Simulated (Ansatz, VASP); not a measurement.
# One calculation of WSe2, two programs

File INCAR:

```
ALGO = Normal ; DIPOL = 0.5 0.5 0.500
EDIFF = 1E-6 ; ENCUT = 520
GGA = PE ; IDIPOL = 3
ISIF = 2 ; ISMEAR = 0
IVDW = 12 ; LASPH = True
LCHARG = True ; LDIPOL = True
LELF = True ; LREAL = False
LVACPOTAV = True ; LVHAR = True
LWAVE = False ; NBANDS = 20
NELM = 80 ; PREC = Accurate
SIGMA = 0.02
```

File KPOINTS:

```
k-points
0
Gamma
  9 9 1
```

File POSCAR:

```
WSe2
1.0
    3.1540000000      0.0000000000      0.0000000000
   -1.5770000000      2.7314441236      0.0000000000
    0.0000000000      0.0000000000     32.7373831004
Se W
2 1
Direct
    0.3333333333      0.6666666667      0.4512178480
    0.3333333333      0.6666666667      0.5487821520
    0.6666666667      0.3333333333      0.5000000000
```

Input for Ansatz:

```yaml
crystal:
  lattice:
    - [3.154, 0.0, 0.0]
    - [-1.577, 2.7314441236, 0.0]
    - [0.0, 0.0, 32.7373831004]
  atoms:
    - { symbol: Se, position: [0.3333333333, 0.6666666667, 0.451217848] }
    - { symbol: W, position: [0.6666666667, 0.3333333333, 0.5] }
    - { symbol: Se, position: [0.3333333333, 0.6666666667, 0.548782152] }
  periodic: [true, true, false]
basis:
  ecutwfc: 420
kpoints:
  mp_grid: { grid: [9, 9, 1] }
hamiltonian:
  xc: pbe
  pseudopotentials: { kind: paw, azcp: { folder: soft_1 } }
  dispersion: d3bj
scf:
  occupations: { method: gaussian, width: 0.02 }
output:
  forces: true
  stress: true
  eigenvalues: true
```

Alike in both runs: task single point; functional PBE; dispersion D3(BJ); k mesh 9 × 9 × 1; occupations gaussian, width 0.02 eV; no spin polarisation.

|  | VASP | Ansatz |
| --- | --- | --- |
| version | VASP 6.6.1 | Ansatz 0.2.0 |
| potentials or method | VASP PAW PBE potentials, release 64 (Se, W_sv), cutoff 520 eV | scalar-relativistic, plane waves, PAW |
| valence electrons in the cell | 26 | 46 |

```tsv
	VASP	Ansatz	Ansatz less VASP
gap on the k mesh at the Fermi level (eV)	1.93	1.93	+0.006
least direct gap on the mesh (eV)	1.93	1.93	+0.006
rms of the force components (eV/Å)	1.443	1.404	-0.0383
```

VASP's potentials hold 26 valence electrons a cell and Ansatz's 46, so a difference there can come from the potentials and not from the codes.

Neither program's run includes spin-orbit coupling.
